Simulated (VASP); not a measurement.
# MnSi (Pm-3m) in VASP: elastic constants with PBEsol

Aim: the elastic constants of MnSi with PBEsol.

All numbers are computed with VASP 6.6.1; they aren't measurements. Logs are shortened: lines on timing, memory, paths and dates and some standing lists are left out, and cuts for length are marked.

## (1) The cell of the first run

The structure is cubic, space group Pm-3m (No. 221). Conventional cell: a = 2.987 Å, b = 2.987 Å, c = 2.987 Å, α = 90.00°, β = 90.00°, γ = 90.00°. Within 3.4 Å of Mn (site symmetry m-3m) lie 8 Si at 2.59 Å and 6 Mn at 2.99 Å. Si (site symmetry m-3m) has 8 Mn at 2.59 Å and 6 Si at 2.99 Å within 3.4 Å.

## (2) Elastic constants, PBEsol, collinear spin, ferromagnetic start

File INCAR:

```
PREC = Accurate
ENCUT = 600
EDIFF = 1E-8
ISMEAR = -1
SIGMA = 0.05
LREAL = False
LASPH = True
NELM = 150
ALGO = Normal
ISIF = 3
LWAVE = False
LCHARG = False
ISPIN = 2
MAGMOM = 4 0
LORBIT = 11
LMAXMIX = 4
GGA = PS
IBRION = 6
NFREE = 2
POTIM = 0.015
NSW = 1
```

File KPOINTS:

```
regular mesh
0
Gamma
  7 7 7
```

File POSCAR:

```
MnSi
1.0
    2.9874314600      0.0000000000      0.0000000000
    0.0000000000      2.9874314600      0.0000000000
    0.0000000000      0.0000000000      2.9874314600
Mn Si
1 1
Direct
    0.5000000000      0.5000000000      0.5000000000
    0.0000000000      0.0000000000      0.0000000000
```

Potentials or basis: VASP PAW PBE potentials, release 64 (Mn_pv, Si).

Launch:

```sh
> cat potpaw_PBE.64/Mn_pv/POTCAR potpaw_PBE.64/Si/POTCAR > POTCAR
> mpirun -np 1 vasp_std > vasp.out
```

OUTCAR:

```text
PREC = Accurate
   ENCUT = 600
   EDIFF = 1E-8
   ISMEAR = -1
   LREAL = False
   LASPH = True
   NELM = 150
   ISIF = 3
   ISPIN = 2
   LORBIT = 11
   GGA = PS
   IBRION = 6
   NFREE = 2
   POTIM = 0.015
   NSW = 1

 ion  position               nearest neighbor table
   1  0.500  0.500  0.500-   2 2.59   2 2.59   2 2.59   2 2.59   2 2.59   2 2.59   2 2.59   2 2.59

   2  0.000  0.000  0.000-   1 2.59   1 2.59   1 2.59   1 2.59   1 2.59   1 2.59   1 2.59   1 2.59

  LATTYP: Found a simple cubic cell.
 ALAT       =     2.9874314600

  Lattice vectors:

 A1 = (   2.9874314600,   0.0000000000,   0.0000000000)
 A2 = (   0.0000000000,   2.9874314600,   0.0000000000)
 A3 = (   0.0000000000,   0.0000000000,   2.9874314600)

Analysis of symmetry for initial positions (statically):
=====================================================================
 Subroutine PRICEL returns:
 Original cell was already a primitive cell.

 Routine SETGRP: Setting up the symmetry group for a
 simple cubic supercell.

 Subroutine GETGRP returns: Found 48 space group operations
 (whereof 48 operations were pure point group operations)
 out of a pool of 48 trial point group operations.

The static configuration has the point symmetry O_h .

Analysis of symmetry for dynamics (positions and initial velocities):
=====================================================================
 Subroutine PRICEL returns:
 Original cell was already a primitive cell.

 Routine SETGRP: Setting up the symmetry group for a
 simple cubic supercell.

 Subroutine GETGRP returns: Found 48 space group operations
 (whereof 48 operations were pure point group operations)
 out of a pool of 48 trial point group operations.

The dynamic configuration has the point symmetry O_h .

Analysis of structural, dynamic, and magnetic symmetry:
=====================================================================
 Subroutine PRICEL returns:
 Original cell was already a primitive cell.

 Routine SETGRP: Setting up the symmetry group for a
 simple cubic supercell.

 Subroutine GETGRP returns: Found 48 space group operations
 (whereof 48 operations were pure point group operations)
 out of a pool of 48 trial point group operations.

The overall configuration has the point symmetry O_h .

 Subroutine INISYM returns: Found 48 space group operations
 (whereof 48 operations are pure point group operations),
 and found     1 'primitive' translations

----------------------------------------------------------------------------------------

                                     Primitive cell

  volume of cell :      26.6621

  direct lattice vectors                    reciprocal lattice vectors
     2.987431460  0.000000000  0.000000000     0.334735713  0.000000000  0.000000000
     0.000000000  2.987431460  0.000000000     0.000000000  0.334735713  0.000000000
     0.000000000  0.000000000  2.987431460     0.000000000  0.000000000  0.334735713

  length of vectors
     2.987431460  2.987431460  2.987431460     0.334735713  0.334735713  0.334735713

  position of ions in fractional coordinates (direct lattice)
     0.500000000  0.500000000  0.500000000
     0.000000000  0.000000000  0.000000000

  ion indices of the primitive-cell ions
   primitive index   ion index
                 1           1
                 2           2

----------------------------------------------------------------------------------------

 KPOINTS: regular mesh

Automatic generation of k-mesh.
[... 305 lines left out ...]
 cond. band min:       9.3644028114   @ k =   0.1429   0.1429   0.1429
 fundamental gap:      0.0673787424
 Fermi energy:         9.3325516786

 spin component 1

 k-point     1 :       0.0000    0.0000    0.0000
  band No.  band energies     occupation
      1     -38.6436      1.00000
      2     -38.6433      1.00000
      3     -38.6433      1.00000
      4      -2.6766      1.00000
      5       6.8332      1.00000
      6       6.8333      1.00000
      7       8.9492      0.99953
      8       8.9492      0.99953
      9       8.9497      0.99953
     10      12.2254      0.00000
     11      12.2254      0.00000
     12      12.2263      0.00000
     13      17.2722      0.00000
     14      17.2733      0.00000
[... 377 lines left out ...]
      1     -38.6546      1.00000
      2     -38.6539      1.00000
      3     -38.6415      1.00000
      4      -2.0103      1.00000
      5       6.5870      1.00000
      6       6.7730      1.00000
      7       8.2480      1.00000
      8       8.5446      1.00000
      9       8.8088      0.99997
     10      11.2071      0.00000
     11      11.5329      0.00000
     12      13.3776      0.00000
     13      17.5160      0.00000
     14      19.6159      0.00000

 [... further k-points ...]

 spin component 2

 k-point     1 :       0.0000    0.0000    0.0000
  band No.  band energies     occupation
      1     -37.6451      1.00000
      2     -37.6451      1.00000
      3     -37.6450      1.00000
      4      -2.6758      1.00000
      5       7.3057      1.00000
      6       7.3060      1.00000
      7       9.9913      0.00000
      8       9.9915      0.00000
      9       9.9915      0.00000
     10      12.2217      0.00000
     11      12.2217      0.00000
     12      12.2225      0.00000
     13      17.4074      0.00000
     14      17.4085      0.00000
[... 377 lines left out ...]
      1     -37.6571      1.00000
      2     -37.6563      1.00000
      3     -37.6428      1.00000
      4      -2.0120      1.00000
      5       6.9325      1.00000
      6       7.1963      1.00000
      7       9.0218      0.99801
      8       9.4368      0.11062
      9       9.8313      0.00005
     10      11.4407      0.00000
     11      11.9031      0.00000
     12      13.5324      0.00000
     13      17.5852      0.00000
     14      19.6403      0.00000

 [... further k-points ...]

------------------------ aborting loop because EDIFF is reached ----------------------------------------

  FORCE on cell =-STRESS in cart. coord.  units (eV):
  Direction    XX          YY          ZZ          XY          YZ          ZX
  --------------------------------------------------------------------------------------
  -------------------------------------------------------------------------------------
  Total       -5.3339938     -5.3326735     -5.3326735      0.0000000     -0.0000000      0.0000000
  in kB     -320.5304076   -320.4510690   -320.4510690      0.0000000     -0.0000000      0.0000000
  external PRESSURE =    -320.4775152 kB  Pullay stress =       0.0000000 kB
[... 17 lines left out ...]
  FREE ENERGIE OF THE ION-ELECTRON SYSTEM (eV)
  ---------------------------------------------------
  free  energy   TOTEN  =       -15.7084632762 eV

  energy  without entropy=      -15.6895940229  energy(sigma->0) =      -15.69902865

 INTERNAL STRAIN TENSORS FROM STRAINED CELLS
 ============================================

 INTERNAL STRAIN TENSOR FOR ION    1 for displacements in x,y,z  (eV/Angst):
          X           Y           Z          XY          YZ          ZX
  --------------------------------------------------------------------------------
  x     0.00000     0.00000     0.00000     0.00000     0.00000    -0.00000
  y     0.00000     0.00000     0.00000    -0.00000     0.00000     0.00000
  z     0.00000     0.00000     0.00000     0.00000     0.00000     0.00000

 INTERNAL STRAIN TENSORS FROM DISPLACED ATOMS
 ============================================

 INTERNAL STRAIN TENSOR FOR ION    1 for displacements in x,y,z  (eV/Angst):
          X           Y           Z          XY          YZ          ZX
  --------------------------------------------------------------------------------
  x     0.00000     0.00000     0.00000     0.00000     0.00000     0.00000
  y     0.00000     0.00000     0.00000     0.00000     0.00000     0.00000
  z     0.00000     0.00000     0.00000     0.00000     0.00000     0.00000

 INTERNAL STRAIN TENSOR FOR ION    2 for displacements in x,y,z  (eV/Angst):
          X           Y           Z          XY          YZ          ZX
  --------------------------------------------------------------------------------
  x     0.00000     0.00000     0.00000     0.00000     0.00000     0.00000
  y     0.00000     0.00000     0.00000     0.00000     0.00000     0.00000
  z     0.00000     0.00000     0.00000     0.00000     0.00000     0.00000

 Eigenvectors and eigenvalues of the dynamical matrix
 ----------------------------------------------------

   1 f  =    4.709416 THz    29.590136 2PiTHz  157.089224 cm-1    19.476573 meV
             X         Y         Z           dx          dy          dz
      1.493716  1.493716  1.493716     0.581131    0.000000   -0.000000
      0.000000  0.000000  0.000000    -0.813810    0.000000    0.000000
[... 21 lines left out ...]
   6 f/i=    0.002819 THz     0.017710 2PiTHz    0.094017 cm-1     0.011657 meV
             X         Y         Z           dx          dy          dz
      1.493716  1.493716  1.493716    -0.000000   -0.000000   -0.813810
      0.000000  0.000000  0.000000     0.000000    0.000000   -0.581131

--------------------------------------------------------------------------------------------------------

 ELASTIC MODULI CONTR FROM IONIC RELAXATION (kBar)
 Direction    XX          YY          ZZ          XY          YZ          ZX
 --------------------------------------------------------------------------------
 XX           0.0000      0.0000      0.0000      0.0000      0.0000      0.0000
 YY           0.0000      0.0000      0.0000      0.0000      0.0000      0.0000
 ZZ           0.0000      0.0000      0.0000      0.0000      0.0000      0.0000
 XY           0.0000      0.0000      0.0000      0.0000      0.0000      0.0000
 YZ           0.0000      0.0000      0.0000      0.0000      0.0000      0.0000
 ZX           0.0000      0.0000      0.0000      0.0000      0.0000      0.0000
 --------------------------------------------------------------------------------

 TOTAL ELASTIC MODULI (kBar)
 Direction    XX          YY          ZZ          XY          YZ          ZX
 --------------------------------------------------------------------------------
 XX        1320.1811    581.7386    581.7386      0.0000     -0.0000     -0.0000
 YY         581.7386   1320.1811    581.7386     -0.0000      0.0000      0.0000
 ZZ         581.7386    581.7386   1320.1811     -0.0000     -0.0000      0.0000
 XY           0.0000     -0.0000     -0.0000   -278.1608      0.0000      0.0000
 YZ          -0.0000      0.0000     -0.0000      0.0000   -278.1608      0.0000
 ZX          -0.0000      0.0000      0.0000      0.0000      0.0000   -278.1608
 --------------------------------------------------------------------------------

 total charge

# of ion       s       p       d       tot
------------------------------------------
    1        0.285   6.259   5.216  11.759
    2        0.726   0.789   0.000   1.515
--------------------------------------------------
tot          1.011   7.048   5.216  13.274

 magnetization (x)

# of ion       s       p       d       tot
------------------------------------------
    1       -0.001   0.013   0.953   0.964
    2       -0.017  -0.042   0.000  -0.059
--------------------------------------------------
tot         -0.019  -0.029   0.953   0.905
```

Wall time 4.8 min (1 thread of Intel Xeon Platinum 8488C (Sapphire Rapids), shared host); peak memory 0.27 GiB.

Results:

```
Net moment                                            : 0.91 μB per cell
Site moments                                          : Mn +0.96; Si -0.06 μB
Valence electrons inside the program's atomic spheres : Mn 11.76; Si 1.51
Elastic constants C11, C12, C44                       : 132, 58, -28 GPa
Voigt bulk modulus                                    : 83 GPa
Highest phonon frequency at Γ                         : 157 cm⁻¹
```

Phonon frequencies in cm⁻¹ (negative: imaginary):
```csv
q point,frequencies
"(0.000, 0.000, 0.000)",0 0 0 157 157 157
```

Elastic tensor in Voigt notation (GPa, in the Cartesian axes of the cell as first typed):
```
132  58  58   0   0   0
 58 132  58   0   0   0
 58  58 132   0   0   0
  0   0   0 -28   0   0
  0   0   0   0 -28   0
  0   0   0   0   0 -28
```

Clamped-ion elastic tensor (GPa):
```
132  58  58   0   0   0
 58 132  58   0   0   0
 58  58 132   0   0   0
  0   0   0 -28   0   0
  0   0   0   0 -28   0
  0   0   0   0   0 -28
```

Caveat: the cell is under stress, which shifts elastic constants; the elastic tensor has a negative eigenvalue, so either the cell is unstable as it stands or the mesh is too thin; the PAW data sets were made with another functional, which shifts forces and pressure a little.
